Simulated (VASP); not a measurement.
# Be (Pm-3m) in VASP: further runs

Be is run at these levels: PBEsol; tasks: single point, relaxation of cell and atoms.

Everything below comes from runs of VASP 6.6.1. Logs are shortened: lines on timing, memory, paths and dates and some standing lists are left out, and cuts for length are marked.

### Step 1. The cell of the first run

Symmetry: Pm-3m, No. 221, cubic system. Conventional cell: a = 2.167 Å, b = 2.167 Å, c = 2.167 Å, α = 90.00°, β = 90.00°, γ = 90.00°. Within 2.9 Å of Be (site symmetry m-3m) lie 6 Be at 2.17 Å.

This isn't the form of Be at room conditions, which is hcp.

### Step 2. Single point, PBEsol

Contents of INCAR:

```
SYSTEM = Be
PREC     = Accurate       ! precision mode
ENCUT    = 520            ! plane-wave cutoff, eV
EDIFF    = 1E-6           ! SCF threshold, eV
ISMEAR   = 0              ! smearing method
SIGMA    = 0.1            ! smearing width, eV
LREAL    = .False.        ! projectors in reciprocal space
LASPH    = .True.         ! aspherical terms in the spheres
NELM     = 80             ! most SCF steps
ALGO     = Normal         ! electronic algorithm
ISIF     = 2              ! what is computed and relaxed
LWAVE    = .False.        ! write WAVECAR
LCHARG   = .False.        ! write CHGCAR
GGA      = PS             ! functional
NBANDS   = 7              ! bands
```

Contents of KPOINTS:

```
Automatic mesh
0
Gamma
  26 26 26
  0 0 0
```

Contents of POSCAR:

```
Be
1.0
    2.1669070298      0.0000000000      0.0000000000
    0.0000000000      2.1669070298      0.0000000000
    0.0000000000      0.0000000000      2.1669070298
Be
1
Direct
    0.0000000000      0.0000000000      0.0000000000
```

Potentials or basis: VASP PAW PBE potentials, release 64 (Be).

The run is started by

```sh
> cat potpaw_PBE.64/Be/POTCAR > POTCAR
> mpirun -np 1 vasp_std > vasp.out
```

OUTCAR:

```text
SYSTEM = Be
   PREC = Accurate
   ENCUT = 520
   EDIFF = 1E-6
   ISMEAR = 0
   LREAL = .False.
   LASPH = .True.
   NELM = 80
   ISIF = 2
   GGA = PS

 ion  position               nearest neighbor table
   1  0.000  0.000  0.000-

  LATTYP: Found a simple cubic cell.
 ALAT       =     2.1669070298

  Lattice vectors:

 A1 = (   2.1669070298,   0.0000000000,   0.0000000000)
 A2 = (   0.0000000000,   2.1669070298,   0.0000000000)
 A3 = (   0.0000000000,   0.0000000000,   2.1669070298)

Analysis of symmetry for initial positions (statically):
=====================================================================
 Subroutine PRICEL returns:
 Original cell was already a primitive cell.

 Routine SETGRP: Setting up the symmetry group for a
 simple cubic supercell.

 Subroutine GETGRP returns: Found 48 space group operations
 (whereof 48 operations were pure point group operations)
 out of a pool of 48 trial point group operations.

The static configuration has the point symmetry O_h .

Analysis of symmetry for dynamics (positions and initial velocities):
=====================================================================
 Subroutine PRICEL returns:
 Original cell was already a primitive cell.

 Routine SETGRP: Setting up the symmetry group for a
 simple cubic supercell.

 Subroutine GETGRP returns: Found 48 space group operations
 (whereof 48 operations were pure point group operations)
 out of a pool of 48 trial point group operations.

The dynamic configuration has the point symmetry O_h .

 Subroutine INISYM returns: Found 48 space group operations
 (whereof 48 operations are pure point group operations),
 and found     1 'primitive' translations

----------------------------------------------------------------------------------------

                                     Primitive cell

  volume of cell :      10.1747

  direct lattice vectors                    reciprocal lattice vectors
     2.166907030  0.000000000  0.000000000     0.461487266  0.000000000  0.000000000
     0.000000000  2.166907030  0.000000000     0.000000000  0.461487266  0.000000000
     0.000000000  0.000000000  2.166907030     0.000000000  0.000000000  0.461487266

  length of vectors
     2.166907030  2.166907030  2.166907030     0.461487266  0.461487266  0.461487266

  position of ions in fractional coordinates (direct lattice)
     0.000000000  0.000000000  0.000000000

  ion indices of the primitive-cell ions
   primitive index   ion index
                 1           1

----------------------------------------------------------------------------------------

 KPOINTS: Automatic mesh

Automatic generation of k-mesh.
 Grid dimensions read from file:
 generate k-points for:   26   26   26

 Generating k-lattice:

  Cartesian coordinates                     Fractional coordinates (reciprocal lattice)
     0.017749510  0.000000000  0.000000000     0.038461538  0.000000000  0.000000000
     0.000000000  0.017749510  0.000000000     0.000000000  0.038461538  0.000000000
     0.000000000  0.000000000  0.017749510     0.000000000  0.000000000  0.038461538

  Length of vectors
     0.017749510  0.017749510  0.017749510

  Shift w.r.t. Gamma in fractional coordinates (k-lattice)
     0.000000000  0.000000000  0.000000000

 Subroutine IBZKPT returns following result:
 ===========================================

 Found    560 irreducible k-points:

 Following reciprocal coordinates:
            Coordinates               Weight
  0.000000  0.000000  0.000000      1.000000
  0.038462  0.000000  0.000000      6.000000
  0.076923  0.000000  0.000000      6.000000
  0.115385  0.000000  0.000000      6.000000
  0.153846  0.000000  0.000000      6.000000
  0.192308  0.000000  0.000000      6.000000
[... 16 lines left out ...]
  0.346154  0.038462  0.000000     24.000000
  0.384615  0.038462  0.000000     24.000000
 [... further k-points ...]
   k-points           NKPTS =    560   k-points in BZ     NKDIM =    560   number of bands    NBANDS=      7
   number of dos      NEDOS =    301   number of ions     NIONS =      1
   total plane-waves  NPLWV =   4096
   dimension x,y,z NGX =    16 NGY =   16 NGZ =   16
   dimension x,y,z NGXF=    32 NGYF=   32 NGZF=   32
   ions per type =               1
   NGX,Y,Z   is equivalent  to a cutoff of  12.28, 12.28, 12.28 a.u.
   NGXF,Y,Z  is equivalent  to a cutoff of  24.55, 24.55, 24.55 a.u.
 SYSTEM =  Be
   PREC   = accura    normal or accurate (medium, high low for compatibility)
   ISTART =      0    job   : 0-new  1-cont  2-samecut
   ICHARG =      2    charge: 1-file 2-atom 10-const
   ISPIN  =      1    spin polarized calculation?
   LNONCOLLINEAR =      F non collinear calculations
   LSORBIT =      F    spin-orbit coupling
   LASPH  =      T    aspherical Exc in radial PAW
   ENCUT  =  520.0 eV  38.22 Ry    6.18 a.u.   4.03  4.03  4.03*2*pi/ulx,y,z
   NELM   =     80;   NELMIN=  2; NELMDL= -5     # of ELM steps
   EDIFF  = 0.1E-05   stopping-criterion for ELM
   LREAL  =      F    real-space projection
[... 7 lines left out ...]
   TEBEG  =    0.0;   TEEND  =   0.0 temperature during run
   PSTRESS=    0.0 pullay stress
   NELECT =       2.0000    total number of electrons
   NUPDOWN=      -1.0000    fix difference up-down
   EMIN   =  10.00;   EMAX   =-10.00  energy-range for DOS
   EFERMI =   0.00;   METHOD = LEGACY
   ISMEAR =     0;   SIGMA  =   0.10  broadening in eV -4-tet -1-fermi 0-gaus
   EFERMI_NEDOS =   21; number of points for ismear=-14 and -15
   IALGO  =     38    algorithm
   IMIX   =      4    mixing-type and parameters
     AMIX     =   0.40;   BMIX     =  1.00
     AMIX_MAG =   1.60;   BMIX_MAG =  1.00
  volume/ion in A,a.u.               =      10.17        68.66
  Fermi-wavevector in a.u.,A,eV,Ry     =   0.951871  1.798774 12.327661  0.906058
  Thomas-Fermi vector in A             =   2.080381
   LORBIT       =      0    0 simple, 1 ext, 2 COOP (PROOUT), +10 PAW based schemes
   GGA     = PS    functional components
   LHFCALC =     F    Hartree Fock is set to
   AEXX    =    0.0000 exact exchange contribution
   IVDW    =     0    specifies the selected vdW correction
   LEPSILON=     F    determine dielectric tensor
   LRPA    =     F    only Hartree local field effects (RPA)
 non-spin polarized calculation
 Gauss-broadening in eV      SIGMA  =   0.10
  energy-cutoff  :      520.00
  volume of cell :       10.17
 maximum number of plane-waves:       292
   NGX =  9   NGY =  9   NGZ =  9

 number of electron       2.0000000 magnetization

 Free energy of the ion-electron system (eV)
  ---------------------------------------------------
  ext. energy  EPLUGINS =         0.00000000
  ---------------------------------------------------
  free energy    TOTEN  =        -2.97874984 eV

  energy without entropy =       -2.97682164  energy(sigma->0) =       -2.97778574

 E-fermi :   4.8487     XC(G=0):  -9.7948

 val. band max:        4.8242538387   @ k =   0.5000   0.4231   0.0000
 cond. band min:       4.8524183975   @ k =   0.4231   0.1923   0.0000
 fundamental gap:      0.0281645588
 Fermi energy:         4.8486599221

 k-point     1 :       0.0000    0.0000    0.0000
  band No.  band energies     occupation
      1      -4.8856      2.00000
      2      18.4682      0.00000
      3      18.4682      0.00000
      4      18.4682      0.00000
      5      24.1429      0.00000
      6      24.1429      0.00000
      7      32.9386      0.00000

 k-point     2 :       0.0385    0.0000    0.0000
  band No.  band energies     occupation
      1      -4.8488      2.00000
      2      17.8868      0.00000
      3      18.5052      0.00000
      4      18.5052      0.00000
      5      24.1882      0.00000
      6      24.7756      0.00000
      7      32.9087      0.00000

 k-point     3 :       0.0769    0.0000    0.0000
  band No.  band energies     occupation
      1      -4.7386      2.00000
      2      16.5901      0.00000
      3      18.6155      0.00000
      4      18.6155      0.00000
      5      24.3240      0.00000
      6      26.2156      0.00000
      7      32.8297      0.00000

 k-point     4 :       0.1154    0.0000    0.0000
  band No.  band energies     occupation
      1      -4.5552      2.00000
      2      15.0650      0.00000
      3      18.7974      0.00000
      4      18.7974      0.00000
      5      24.5498      0.00000
      6      27.9299      0.00000
      7      32.7463      0.00000

 k-point     5 :       0.1538    0.0000    0.0000
  band No.  band energies     occupation
      1      -4.2991      2.00000
      2      13.4963      0.00000
      3      19.0478      0.00000
      4      19.0478      0.00000
      5      24.8648      0.00000
      6      29.5798      0.00000
      7      32.8085      0.00000

 k-point     6 :       0.1923    0.0000    0.0000
  band No.  band energies     occupation
      1      -3.9710      2.00000
      2      11.9504      0.00000
      3      19.3619      0.00000
      4      19.3619      0.00000
      5      25.2676      0.00000
      6      30.6329      0.00000
      7      33.4700      0.00000

 k-point     7 :       0.2308    0.0000    0.0000
  band No.  band energies     occupation
      1      -3.5720      2.00000
      2      10.4558      0.00000
      3      19.7322      0.00000
      4      19.7322      0.00000
      5      25.7559      0.00000
      6      30.8356      0.00000
      7      34.9285      0.00000

 k-point     8 :       0.2692    0.0000    0.0000
  band No.  band energies     occupation
      1      -3.1041      2.00000
      2       9.0277      0.00000
      3      20.1480      0.00000
      4      20.1480      0.00000
      5      26.3260      0.00000
      6      30.6831      0.00000
      7      36.6243      0.00000

 k-point     9 :       0.3077    0.0000    0.0000
  band No.  band energies     occupation
      1      -2.5708      2.00000
      2       7.6762      0.00000
      3      20.5937      0.00000
      4      20.5937      0.00000
      5      26.9712      0.00000
      6      30.4407      0.00000
      7      37.1182      0.00000

 k-point    10 :       0.3462    0.0000    0.0000
  band No.  band energies     occupation
      1      -1.9786      2.00000
      2       6.4116      0.00000
      3      21.0464      0.00000
      4      21.0464      0.00000
      5      27.6796      0.00000
      6      30.1926      0.00000
      7      35.8821      0.00000

 k-point    11 :       0.3846    0.0000    0.0000
  band No.  band energies     occupation
      1      -1.3412      2.00000
      2       5.2497      0.00000
      3      21.4744      0.00000
      4      21.4744      0.00000
      5      28.4274      0.00000
      6      29.9750      0.00000
      7      34.8405      0.00000
[... 51 lines left out ...]
 k-point    17 :       0.1154    0.0385    0.0000
  band No.  band energies     occupation
      1      -4.5183      2.00000
      2      15.0512      0.00000
      3      18.3361      0.00000
      4      18.8341      0.00000
      5      25.0214      0.00000
      6      28.0722      0.00000
      7      32.6812      0.00000

 k-point    18 :       0.1538    0.0385    0.0000
  band No.  band energies     occupation
      1      -4.2620      2.00000
      2      13.4982      0.00000
      3      18.5867      0.00000
      4      19.0844      0.00000
      5      25.3357      0.00000
      6      29.7029      0.00000
      7      32.7196      0.00000

 k-point    19 :       0.1923    0.0385    0.0000
  band No.  band energies     occupation
      1      -3.9337      2.00000
      2      11.9615      0.00000
      3      18.9057      0.00000
      4      19.3982      0.00000
      5      25.7325      0.00000
      6      30.6851      0.00000
      7      33.4014      0.00000

 k-point    20 :       0.2308    0.0385    0.0000
  band No.  band energies     occupation
      1      -3.5345      2.00000
      2      10.4729      0.00000
      3      19.2845      0.00000
      4      19.7682      0.00000
      5      26.2110      0.00000
      6      30.7868      0.00000
      7      34.8892      0.00000

 k-point    21 :       0.2692    0.0385    0.0000
  band No.  band energies     occupation
      1      -3.0663      2.00000
      2       9.0488      0.00000
      3      19.7125      0.00000
      4      20.1837      0.00000
      5      26.7677      0.00000
      6      30.5509      0.00000
      7      36.5146      0.00000

 k-point    22 :       0.3077    0.0385    0.0000
  band No.  band energies     occupation
      1      -2.5327      2.00000
      2       7.7000      0.00000
      3      20.1746      0.00000
      4      20.6289      0.00000
      5      27.3959      0.00000
      6      30.2225      0.00000
      7      36.6183      0.00000

 k-point    23 :       0.3462    0.0385    0.0000
  band No.  band energies     occupation
      1      -1.9400      2.00000
      2       6.4371      0.00000
      3      20.6485      0.00000
      4      21.0811      0.00000
      5      28.0834      0.00000
      6      29.8750      0.00000
      7      35.4825      0.00000

 k-point    24 :       0.3846    0.0385    0.0000
  band No.  band energies     occupation
      1      -1.3018      2.00000
      2       5.2761      0.00000
      3      21.1019      0.00000
      4      21.5084      0.00000
      5      28.8069      0.00000
      6      29.5447      0.00000
      7      34.4717      0.00000

 [... further k-points ...]
[... 5 lines left out ...]
  --------------------------------------------------------------------------------------
  -------------------------------------------------------------------------------------
  Total        0.0135734      0.0135734      0.0135734      0.0000000      0.0000000     -0.0000000
  in kB        2.1373683      2.1373683      2.1373683      0.0000000      0.0000000     -0.0000000
  external PRESSURE =       2.1373683 kB  Pullay stress =       0.0000000 kB

 VOLUME and BASIS-vectors are now :
 -----------------------------------------------------------------------------
  energy-cutoff  :      520.00
  volume of cell :       10.17
      direct lattice vectors                 reciprocal lattice vectors
     2.166907030  0.000000000  0.000000000     0.461487266  0.000000000  0.000000000
     0.000000000  2.166907030  0.000000000     0.000000000  0.461487266  0.000000000
     0.000000000  0.000000000  2.166907030     0.000000000  0.000000000  0.461487266

 POSITION                                       TOTAL-FORCE (eV/Angst)
 -----------------------------------------------------------------------------------
      0.00000      0.00000      0.00000         0.000000      0.000000      0.000000
 -----------------------------------------------------------------------------------
    total drift:                                0.000000     -0.000000     -0.000000

  FREE ENERGIE OF THE ION-ELECTRON SYSTEM (eV)
  ---------------------------------------------------
  free  energy   TOTEN  =        -2.9787498405 eV

  energy  without entropy=       -2.9768216382  energy(sigma->0) =       -2.97778574
```

It took 18 s on 1 thread of Intel Xeon 8259CL, shared host; peak memory 0.14 GiB.

Results:

```
Free energy            : -2.9787 eV
Pressure               : 0.2 GPa
Band gap on the k mesh : zero (bands 1 and 2 overlap by 7.15 eV)
```

Caveat: the PAW data sets were made with another functional, which shifts forces and pressure a little.

(Continued in part 2 of 2.)
